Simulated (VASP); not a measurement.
A run of VASP 6.6.1:

File POSCAR:

```
Ba2CBrO6
1.0
    0.0000000000      4.0848820000      4.0848820000
    4.0848820000      0.0000000000      4.0848820000
    4.0848820000      4.0848820000      0.0000000000
Br O C Ba
1 6 1 2
Direct
    0.5000000000      0.5000000000      0.5000000000
    0.7650000000      0.2350000000      0.2350000000
    0.2350000000      0.7650000000      0.2350000000
    0.2350000000      0.7650000000      0.7650000000
    0.7650000000      0.2350000000      0.7650000000
    0.2350000000      0.2350000000      0.7650000000
    0.7650000000      0.7650000000      0.2350000000
    0.0000000000      0.0000000000      0.0000000000
    0.2500000000      0.2500000000      0.2500000000
    0.7500000000      0.7500000000      0.7500000000
```

INCAR.step1

```
PREC     = Accurate       # precision mode
ENCUT    = 520            # plane-wave cutoff, eV
ISMEAR   = -1             # smearing method
SIGMA    = 0.1            # smearing width, eV
LREAL    = False          # projectors in reciprocal space
LASPH    = True           # aspherical terms in the spheres
NELM     = 60             # most SCF steps
NBANDS   = 44             # bands
GGA      = PE             # functional
ALGO     = Normal         # electronic algorithm
EDIFF    = 1E-4           # SCF threshold, eV
LWAVE    = True           # write WAVECAR
LCHARG   = False          # write CHGCAR
```

INCAR.step2

```
PREC     = Accurate       # precision mode
ENCUT    = 520            # plane-wave cutoff, eV
EDIFF    = 1E-6           # SCF threshold, eV
ISMEAR   = -1             # smearing method
SIGMA    = 0.1            # smearing width, eV
LREAL    = False          # projectors in reciprocal space
LASPH    = True           # aspherical terms in the spheres
NELM     = 60             # most SCF steps
ALGO     = Normal         # electronic algorithm
ISIF     = 2              # what is computed and relaxed
LWAVE    = False          # write WAVECAR
LCHARG   = False          # write CHGCAR
METAGGA  = R2SCAN         # meta-GGA
LMIXTAU  = True         
NBANDS   = 44             # bands
ISTART   = 1
```

KPOINTS

```
Automatic mesh
0
Gamma
  4 4 4
```

Potentials or basis: VASP PAW PBE potentials, release 64 (Br, O, C, Ba_sv).

Launch:

```sh
$ cat potpaw_PBE.64/Br/POTCAR potpaw_PBE.64/O/POTCAR potpaw_PBE.64/C/POTCAR potpaw_PBE.64/Ba_sv/POTCAR > POTCAR
$ cp INCAR.step1 INCAR
$ mpirun -np 1 vasp_std > vasp.out
$ cp INCAR.step2 INCAR
$ mpirun -np 1 vasp_std > vasp.out
```

Hardware: 1 thread of AMD EPYC 9R45 96-Core Processor (Zen 5), on a shared host.

Q: Estimate the wall time of this run.

A: Run time: 3.2 min on 1 thread of AMD EPYC 9R45 96-Core Processor (Zen 5), on a shared host, peak memory 0.35 GiB. Counts: k points 8.
